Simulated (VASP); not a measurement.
Runs of VASP 6.6.1 on SiGe4W. The structure is that of space group F-43m (No. 216), or close to it. The cells are those of the table. 

```tsv
task	cell	k mesh	cutoff (eV)	gap on the mesh (eV)	pressure (GPa)	relaxed volume (Å³/atom)	largest force (eV/Å)
relaxation of cell and atoms	relaxed from a = 5.324 Å, angles 60.0°, 6 atoms	10 × 10 × 10	600	none	0.0	(b)	0.01
single point	a = 5.450 Å, angles 60.0°, 6 atoms	4 × 4 × 4	520	none	-5.8	-	0.30
single point	a = 5.324 Å, angles 60.0°, 6 atoms	4 × 4 × 4	520	none	-0.3	-	-
relaxation of cell and atoms	relaxed from a = 5.450 Å, angles 60.0°, 6 atoms	4 × 4 × 4	600	none	0.0	17.76	0.01
single point	a = 5.307 Å, angles 60.0°, 6 atoms	10 × 10 × 10	520	none	(a)	-	-
```

Alike in all rows: level PBE; potentials or basis VASP PAW PBE potentials, release 64 (Si, Ge_d, W_sv); no spin polarisation; smearing gaussian 0.1 eV.

Problem. Estimate the missing entries.

Solution. (a) 0.1; (b) 17.65.

Caveats: some runs use coarse meshes; spin-orbit coupling is left out, which moves the levels of the heavy elements.

A k mesh can miss the band edges, and the runs leave out spin-orbit coupling on Ge, W.

A gap of «none» marks levels without a gap at the run's occupations.
